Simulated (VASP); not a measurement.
Set up this calculation in VASP 6.6.1, as the native input.

```yaml
Task: single point
Functional: LDA
Potentials_or_basis: VASP PAW LDA potentials, release 64 (C, H)
Cutoff: 520 eV
k_mesh: 4 × 4 × 1
Occupations: gaussian, width 0.05 eV
Spin: no spin polarisation
Dipole_correction: yes
Further_INCAR_settings: LREAL = Auto; ALGO = Fast; EDIFF = 1e-06; NBANDS = 108
```

The structure of HC20 lies in POSCAR:

```
HC20
1.0
    7.2015518731      0.0000000000      0.0000000000
   -3.3194130427      7.7907812636      0.0000000000
    0.0000000000      0.0000000000     22.7916832250
C H
40 2
Direct
    0.2501129010      0.1667043003      0.1755026147
    0.2501129010      0.6667043003      0.1755026147
    0.7501129009      0.1667043003      0.1755026147
    0.7501129009      0.6667043003      0.1755026147
    0.2498870990      0.3332956997      0.1755026147
    0.2498870990      0.8332956997      0.1755026147
    0.7498870990      0.3332956997      0.1755026147
    0.7498870990      0.8332956997      0.1755026147
    0.2501129010      0.4167043003      0.2291325538
    0.2501129010      0.9167043003      0.2291325538
    0.7501129009      0.4167043003      0.2291325538
    0.7501129009      0.9167043003      0.2291325538
    0.2498870990      0.0832956997      0.2291325538
    0.2498870991      0.5832956997      0.2291325538
    0.7498870990      0.0832956997      0.2291325538
    0.7498870990      0.5832956997      0.2291325538
    0.2500458055      0.1676520614      0.2827258575
    0.2500458055      0.6676520614      0.2827258575
    0.7500458055      0.1676520614      0.2827258575
    0.7500458055      0.6676520614      0.2827258575
    0.2499541945      0.3323479386      0.2827258575
    0.2499541945      0.8323479386      0.2827258575
    0.7499541945      0.3323479386      0.2827258575
    0.7499541945      0.8323479386      0.2827258575
    0.2500622594      0.4183368654      0.3365410697
    0.2500622594      0.9183368654      0.3365410697
    0.7500622594      0.4183368654      0.3365410697
    0.7500622594      0.9183368654      0.3365410697
    0.2499377406      0.0816631346      0.3365410697
    0.2499377406      0.5816631346      0.3365410697
    0.7499377406      0.0816631346      0.3365410697
    0.7499377406      0.5816631346      0.3365410697
    0.2501903787      0.1771682769      0.3857408485
    0.2501903787      0.6771682769      0.3857408485
    0.7501903787      0.1771682769      0.3857408485
    0.7501903787      0.6771682769      0.3857408485
    0.2498096213      0.3228317231      0.3857408485
    0.2498096213      0.8228317231      0.3857408485
    0.7498096213      0.3228317231      0.3857408485
    0.7498096213      0.8228317231      0.3857408485
    0.9998096213      0.2685715476      0.5436932017
    0.9998096213      0.3770918985      0.5436932017
```

One way to write it, as run:

INCAR

```
PREC = Accurate ; ENCUT = 520
EDIFF = 1E-6 ; ISMEAR = 0
SIGMA = 0.05 ; LREAL = Auto
LASPH = T ; NELM = 60
ALGO = Fast ; ISIF = 2
LWAVE = F ; LCHARG = T
LDIPOL = T ; IDIPOL = 3
DIPOL = 0.5 0.5 0.294 ; LELF = T
LVHAR = T ; LVACPOTAV = T
NBANDS = 108
```

KPOINTS

```
Automatic mesh
0
Gamma
  4 4 1
```

Potentials or basis: VASP PAW LDA potentials, release 64 (C, H).

Launch:

```console
$ cat potpaw_LDA.64/C/POTCAR potpaw_LDA.64/H/POTCAR > POTCAR
$ mpirun -np 1 vasp_std > vasp.out
```

Results of the run:

| Quantity | Value |
| --- | --- |
| Largest force | 6.948 eV/Å |
| Band gap on the k mesh | zero (filled and empty bands touch) |

It took 56 min on 1 thread of Oxide Virtual Turin-like Processor, with other jobs on the host, peak memory 1.3 GiB.
